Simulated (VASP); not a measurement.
# RbCl (Fm-3m) in VASP: single point with LDA

Aim: the single point of RbCl with LDA.

All numbers are computed with VASP 6.6.1; they aren't measurements. Logs are shortened: lines on timing, memory, paths and dates and some standing lists are left out, and cuts for length are marked.

### Step 1. The cell of the first run

The structure is cubic, space group Fm-3m (No. 225). Conventional cell: a = 6.377 Å, b = 6.377 Å, c = 6.377 Å, α = 90.00°, β = 90.00°, γ = 90.00°. Within 4.2 Å of Rb (site symmetry m-3m) lie 6 Cl at 3.19 Å. Cl (site symmetry m-3m) has 6 Rb at 3.19 Å within 4.2 Å.

### Step 2. Single point, LDA

Input file INCAR:

```
ALGO     = Normal         # electronic algorithm
EDIFF    = 1E-6           # SCF threshold, eV
ENCUT    = 500            # plane-wave cutoff, eV
GGA_COMPAT= F            
ISIF     = 2              # what is computed and relaxed
ISMEAR   = -1             # smearing method
LASPH    = T              # aspherical terms in the spheres
LCHARG   = T              # write CHGCAR
LELF     = T              # ELF
LREAL    = F              # projectors in reciprocal space
LVHAR    = T            
LWAVE    = F              # write WAVECAR
NBANDS   = 15             # bands
NELM     = 120            # most SCF steps
PREC     = Accurate       # precision mode
SIGMA    = 0.02           # smearing width, eV
```

Input file KPOINTS:

```
k-points
0
Gamma
  8 8 8
```

Input file POSCAR:

```
RbCl
1.0
    0.0000000000      3.1885412746      3.1885412746
    3.1885412746      0.0000000000      3.1885412746
    3.1885412746      3.1885412746      0.0000000000
Rb Cl
1 1
Direct
    0.0000000000      0.0000000000      0.0000000000
    0.5000000000      0.5000000000      0.5000000000
```

Potentials or basis: VASP PAW LDA potentials, release 64 (Rb_sv, Cl).

Run with:

```sh
$ cat potpaw_LDA.64/Rb_sv/POTCAR potpaw_LDA.64/Cl/POTCAR > POTCAR
$ mpirun -np 1 vasp_std > vasp.out
```

OUTCAR:

```text
EDIFF = 1E-6
   ENCUT = 500
   ISIF = 2
   ISMEAR = -1
   LASPH = T
   LREAL = F
   NELM = 120
   PREC = Accurate

 ion  position               nearest neighbor table
   1  0.000  0.000  0.000-   2 3.19   2 3.19   2 3.19   2 3.19   2 3.19   2 3.19
   2  0.500  0.500  0.500-   1 3.19   1 3.19   1 3.19   1 3.19   1 3.19   1 3.19

  LATTYP: Found a face centered cubic cell.
 ALAT       =     6.3770825492

  Lattice vectors:

 A1 = (   0.0000000000,   3.1885412746,   3.1885412746)
 A2 = (   3.1885412746,   0.0000000000,   3.1885412746)
 A3 = (   3.1885412746,   3.1885412746,   0.0000000000)

Analysis of symmetry for initial positions (statically):
=====================================================================
 Subroutine PRICEL returns:
 Original cell was already a primitive cell.

 Routine SETGRP: Setting up the symmetry group for a
 face centered cubic supercell.

 Subroutine GETGRP returns: Found 48 space group operations
[... 9 lines left out ...]

 Routine SETGRP: Setting up the symmetry group for a
 face centered cubic supercell.

 Subroutine GETGRP returns: Found 48 space group operations
[... 11 lines left out ...]
                                     Primitive cell

  volume of cell :      64.8345

  direct lattice vectors                    reciprocal lattice vectors
     0.000000000  3.188541275  3.188541275    -0.156811519  0.156811519  0.156811519
     3.188541275  0.000000000  3.188541275     0.156811519 -0.156811519  0.156811519
     3.188541275  3.188541275  0.000000000     0.156811519  0.156811519 -0.156811519

  length of vectors
     4.509278315  4.509278315  4.509278315     0.271605518  0.271605518  0.271605518

  position of ions in fractional coordinates (direct lattice)
     0.000000000  0.000000000  0.000000000
     0.500000000  0.500000000  0.500000000

  ion indices of the primitive-cell ions
   primitive index   ion index
                 1           1
                 2           2

----------------------------------------------------------------------------------------

 KPOINTS: k-points

Automatic generation of k-mesh.
 Grid dimensions read from file:
 generate k-points for:    8    8    8

 Generating k-lattice:

  Cartesian coordinates                     Fractional coordinates (reciprocal lattice)
    -0.019601440  0.019601440  0.019601440     0.125000000  0.000000000  0.000000000
     0.019601440 -0.019601440  0.019601440     0.000000000  0.125000000  0.000000000
     0.019601440  0.019601440 -0.019601440     0.000000000  0.000000000  0.125000000

  Length of vectors
     0.033950690  0.033950690  0.033950690

  Shift w.r.t. Gamma in fractional coordinates (k-lattice)
     0.000000000  0.000000000  0.000000000

 Subroutine IBZKPT returns following result:
 ===========================================

 Found     29 irreducible k-points:

 Following reciprocal coordinates:
            Coordinates               Weight
  0.000000  0.000000  0.000000      1.000000
  0.125000  0.000000  0.000000      8.000000
  0.250000  0.000000  0.000000      8.000000
  0.375000  0.000000  0.000000      8.000000
  0.500000  0.000000  0.000000      4.000000
  0.125000  0.125000  0.000000      6.000000
[... 16 lines left out ...]
  0.500000  0.250000  0.125000     48.000000
 -0.375000  0.250000  0.125000     24.000000
 [... further k-points ...]
   k-points           NKPTS =     29   k-points in BZ     NKDIM =     29   number of bands    NBANDS=     15
   number of dos      NEDOS =    301   number of ions     NIONS =      2
   total plane-waves  NPLWV =  46656
   dimension x,y,z NGX =    36 NGY =   36 NGZ =   36
   dimension x,y,z NGXF=    72 NGYF=   72 NGZF=   72
   ions per type =               1   1
   NGX,Y,Z   is equivalent  to a cutoff of  13.27, 13.27, 13.27 a.u.
   NGXF,Y,Z  is equivalent  to a cutoff of  26.54, 26.54, 26.54 a.u.
 SYSTEM =  unknown system
   PREC   = accura    normal or accurate (medium, high low for compatibility)
   ISTART =      0    job   : 0-new  1-cont  2-samecut
   ICHARG =      2    charge: 1-file 2-atom 10-const
   ISPIN  =      1    spin polarized calculation?
   LNONCOLLINEAR =      F non collinear calculations
   LSORBIT =      F    spin-orbit coupling
   LASPH  =      T    aspherical Exc in radial PAW
   ENCUT  =  500.0 eV  36.75 Ry    6.06 a.u.   8.22  8.22  8.22*2*pi/ulx,y,z
   NELM   =    120;   NELMIN=  2; NELMDL= -5     # of ELM steps
   EDIFF  = 0.1E-05   stopping-criterion for ELM
   LREAL  =      F    real-space projection
   EDIFFG = 0.1E-04   stopping-criterion for IOM
   NSW    =      0    number of steps for IOM
   IBRION =     -1    ionic relax: 0-MD 1-quasi-New 2-CG
   NFREE  =      0    steps in history (QN), initial steepest desc. (CG)
   ISIF   =      2    stress and relaxation
   ISYM   =      2    0-nonsym 1-usesym 2-fastsym
   POTIM  = 0.5000    time-step for ionic-motion
   TEBEG  =    0.0;   TEEND  =   0.0 temperature during run
   PSTRESS=    0.0 pullay stress
   NELECT =      16.0000    total number of electrons
   NUPDOWN=      -1.0000    fix difference up-down
   EMIN   =  10.00;   EMAX   =-10.00  energy-range for DOS
   EFERMI =   0.00;   METHOD = LEGACY
   ISMEAR =    -1;   SIGMA  =   0.02  broadening in eV -4-tet -1-fermi 0-gaus
   EFERMI_NEDOS =   21; number of points for ismear=-14 and -15
   IALGO  =     38    algorithm
   IMIX   =      4    mixing-type and parameters
     AMIX     =   0.40;   BMIX     =  1.00
     AMIX_MAG =   1.60;   BMIX_MAG =  1.00
  volume/ion in A,a.u.               =      32.42       218.76
  Fermi-wavevector in a.u.,A,eV,Ry     =   1.026864  1.940491 14.346649  1.054449
  Thomas-Fermi vector in A             =   2.160779
   LORBIT       =      0    0 simple, 1 ext, 2 COOP (PROOUT), +10 PAW based schemes
   GGA     = CA    functional components
   LHFCALC =     F    Hartree Fock is set to
   AEXX    =    0.0000 exact exchange contribution
   IVDW    =     0    specifies the selected vdW correction
   LEPSILON=     F    determine dielectric tensor
   LRPA    =     F    only Hartree local field effects (RPA)
 non-spin polarized calculation
  energy-cutoff  :      500.00
  volume of cell :       64.83
 maximum number of plane-waves:      1676
 NGX is ok and might be reduce to    36
   NGX = 17   NGY = 17   NGZ = 17

 number of electron      15.9999998 magnetization

 Free energy of the ion-electron system (eV)
  ---------------------------------------------------
  ext. energy  EPLUGINS =         0.00000000
  ---------------------------------------------------
  free energy    TOTEN  =        -7.26742768 eV

  energy without entropy =       -7.26742768  energy(sigma->0) =       -7.26742768

 E-fermi :  -1.3044     XC(G=0):  -8.2921

 val. band max:       -1.7581583033   @ k =   0.0000   0.0000   0.0000
 cond. band min:       3.0977391479   @ k =   0.0000   0.0000   0.0000
 fundamental gap:      4.8558974512
 Fermi energy:        -1.3043609988

 k-point     1 :       0.0000    0.0000    0.0000
  band No.  band energies     occupation
      1     -25.3396      2.00000
      2     -13.7551      2.00000
      3      -9.4531      2.00000
      4      -9.4531      2.00000
      5      -9.4531      2.00000
      6      -1.7582      2.00000
      7      -1.7582      2.00000
      8      -1.7582      2.00000
      9       3.0977      0.00000
     10       5.9885      0.00000
     11       5.9885      0.00000
     12       5.9885      0.00000
     13       7.1046      0.00000
     14       7.1046      0.00000
     15      10.0905      0.00000

 k-point     2 :       0.1250    0.0000    0.0000
  band No.  band energies     occupation
      1     -25.3355      2.00000
      2     -13.7711      2.00000
      3      -9.4554      2.00000
      4      -9.4554      2.00000
      5      -9.4446      2.00000
      6      -1.9608      2.00000
      7      -1.8307      2.00000
      8      -1.8307      2.00000
      9       3.5138      0.00000
     10       5.8554      0.00000
     11       6.2065      0.00000
     12       6.2065      0.00000
     13       7.3810      0.00000
     14       7.3810      0.00000
     15      10.8011      0.00000

 k-point     3 :       0.2500    0.0000    0.0000
  band No.  band energies     occupation
      1     -25.3257      2.00000
      2     -13.8093      2.00000
      3      -9.4608      2.00000
      4      -9.4608      2.00000
      5      -9.4246      2.00000
      6      -2.3747      2.00000
      7      -1.9971      2.00000
      8      -1.9971      2.00000
      9       4.5063      0.00000
     10       5.7629      0.00000
     11       6.8370      0.00000
     12       6.8370      0.00000
     13       8.1322      0.00000
     14       8.1322      0.00000
     15      12.2175      0.00000

 k-point     4 :       0.3750    0.0000    0.0000
  band No.  band energies     occupation
      1     -25.3158      2.00000
      2     -13.8471      2.00000
      3      -9.4661      2.00000
      4      -9.4661      2.00000
      5      -9.4049      2.00000
      6      -2.7212      2.00000
      7      -2.1528      2.00000
      8      -2.1528      2.00000
      9       5.5127      0.00000
     10       5.9712      0.00000
     11       7.7821      0.00000
     12       7.7821      0.00000
     13       9.1121      0.00000
     14       9.1121      0.00000
     15      11.1387      0.00000
[... 307 lines left out ...]
 k-point    22 :       0.3750    0.2500    0.1250
  band No.  band energies     occupation
      1     -25.3187      2.00000
      2     -13.7986      2.00000
      3      -9.5596      2.00000
      4      -9.4828      2.00000
      5      -9.4463      2.00000
      6      -2.4979      2.00000
      7      -2.0473      2.00000
      8      -1.8745      2.00000
      9       4.9799      0.00000
     10       5.1233      0.00000
     11       7.4973      0.00000
     12       7.9208      0.00000
     13       8.0674      0.00000
     14       8.9393      0.00000
     15      11.2625      0.00000

 k-point    23 :       0.5000    0.2500    0.1250
  band No.  band energies     occupation
      1     -25.3110      2.00000
      2     -13.8039      2.00000
      3      -9.6021      2.00000
      4      -9.5362      2.00000
      5      -9.4392      2.00000
      6      -2.5538      2.00000
      7      -2.1560      2.00000
      8      -1.9856      2.00000
      9       5.3761      0.00000
     10       5.8026      0.00000
     11       7.9879      0.00000
     12       8.2204      0.00000
     13       8.9082      0.00000
     14       9.4571      0.00000
     15      10.4234      0.00000

 k-point    24 :      -0.3750    0.2500    0.1250
  band No.  band energies     occupation
      1     -25.3078      2.00000
      2     -13.8060      2.00000
      3      -9.6034      2.00000
      4      -9.5798      2.00000
      5      -9.4315      2.00000
      6      -2.5672      2.00000
      7      -2.1347      2.00000
      8      -2.1072      2.00000
      9       5.8056      0.00000
     10       5.9733      0.00000
     11       8.1171      0.00000
     12       8.2859      0.00000
     13       9.1201      0.00000
     14      10.2525      0.00000
     15      10.3132      0.00000

 [... further k-points ...]
[... 5 lines left out ...]
  --------------------------------------------------------------------------------------
  -------------------------------------------------------------------------------------
  Total        0.0178285      0.0178285      0.0178285      0.0000000      0.0000000      0.0000000
  in kB        0.4405746      0.4405746      0.4405746      0.0000000      0.0000000      0.0000000
  external PRESSURE =       0.4405746 kB  Pullay stress =       0.0000000 kB

 VOLUME and BASIS-vectors are now :
 -----------------------------------------------------------------------------
  energy-cutoff  :      500.00
  volume of cell :       64.83
      direct lattice vectors                 reciprocal lattice vectors
     0.000000000  3.188541275  3.188541275    -0.156811519  0.156811519  0.156811519
     3.188541275  0.000000000  3.188541275     0.156811519 -0.156811519  0.156811519
     3.188541275  3.188541275  0.000000000     0.156811519  0.156811519 -0.156811519

 POSITION                                       TOTAL-FORCE (eV/Angst)
 -----------------------------------------------------------------------------------
      0.00000      0.00000      0.00000         0.000000     -0.000000     -0.000000
      3.18854      3.18854      3.18854         0.000000      0.000000      0.000000
 -----------------------------------------------------------------------------------
    total drift:                                0.000000      0.000000      0.000000

  FREE ENERGIE OF THE ION-ELECTRON SYSTEM (eV)
  ---------------------------------------------------
  free  energy   TOTEN  =        -7.2674276849 eV

  energy  without entropy=       -7.2674276849  energy(sigma->0) =       -7.26742768
```

It took 28 s on 1 thread of Intel Xeon 8259CL, shared host; peak memory 0.18 GiB.

Results:

```
Free energy            : -7.2674 eV
Pressure               : 0.0 GPa
Band gap on the k mesh : 4.86 eV, direct
```
